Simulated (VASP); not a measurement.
Input of a VASP 6.6.1 run:

Contents of INCAR:

```
PREC = Accurate
ENCUT = 600
EDIFF = 1E-6
ISMEAR = 0
SIGMA = 0.01
LREAL = F
LASPH = T
NELM = 120
ALGO = Normal
ISIF = 2
LWAVE = F
LCHARG = F
GGA = PE
NBANDS = 11
GGA_COMPAT = F
```

KPOINTS

```
Automatic mesh
0
Gamma
  3 3 3
```

The input POSCAR:

```
MgO
1.0
    0.0000000000      2.1085000000      2.1085000000
    2.1085000000      0.0000000000      2.1085000000
    2.1085000000      2.1085000000      0.0000000000
Mg O
1 1
Direct
    0.0000000000      0.0000000000      0.0000000000
    0.5000000000      0.5000000000      0.5000000000
```

Potentials or basis: VASP PAW PBE potentials, release 64 (Mg, O).

Command:

```console
$ cat potpaw_PBE.64/Mg/POTCAR potpaw_PBE.64/O/POTCAR > POTCAR
$ mpirun -np 1 vasp_std > vasp.out
```

**Question.** Estimate the pressure.

**Answer.** 3.6 GPa.

**Question.** Estimate the band gap on the k mesh.

**Answer.** 4.65 eV.

Caveat: the k points lie up to 0.86 Å⁻¹ apart. A hybrid or GW would open this gap; PBE tends to underestimate it.
